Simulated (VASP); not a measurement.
A run of VASP 6.6.1 is set up as follows.

INCAR

```
SYSTEM = ZnS
  PREC = Accurate
  ENCUT = 520
  EDIFF = 1E-6
  ISMEAR = 1
  SIGMA = 0.01
  LREAL = .FALSE.
  LASPH = .TRUE.
  NELM = 100
  ALGO = Normal
  ISIF = 2
  LWAVE = .FALSE.
  LCHARG = .TRUE.
  GGA = PS
  LELF = .TRUE.
  LVHAR = .TRUE.
  NBANDS = 36
```

File KPOINTS:

```
regular mesh
0
G
  6 6 6
  0 0 0
```

POSCAR

```
ZnS
1.0
    1.9030712000      1.0987386700      9.3519478300
   -1.9030712000      1.0987386700      9.3519478300
    0.0000000000     -2.1974773400      9.3519478300
Zn S
3 3
Direct
    0.9999711400      0.9999711400      0.9999711400
    0.2222694100      0.2222694100      0.2222694100
    0.4446134400      0.4446134400      0.4446134400
    0.0832671700      0.0832671700      0.0832671700
    0.5278423000      0.5278423000      0.5278423000
    0.3053625400      0.3053625400      0.3053625400
```

Potentials or basis: VASP PAW PBE potentials, release 64 (Zn, S).

Launch:

```console
$ cat potpaw_PBE.64/Zn/POTCAR potpaw_PBE.64/S/POTCAR > POTCAR
$ mpirun -np 1 vasp_std > vasp.out
```

(1) What does it give for the largest force?

(2) What does it give for the pressure?

(3) What does it give for the band gap on the k mesh?

Answers

(1) 0.011 eV/Å.

(2) -1.1 GPa.

(3) 2.06 eV.

Caveat: the PAW data sets were made with another functional, which shifts forces and pressure a little.
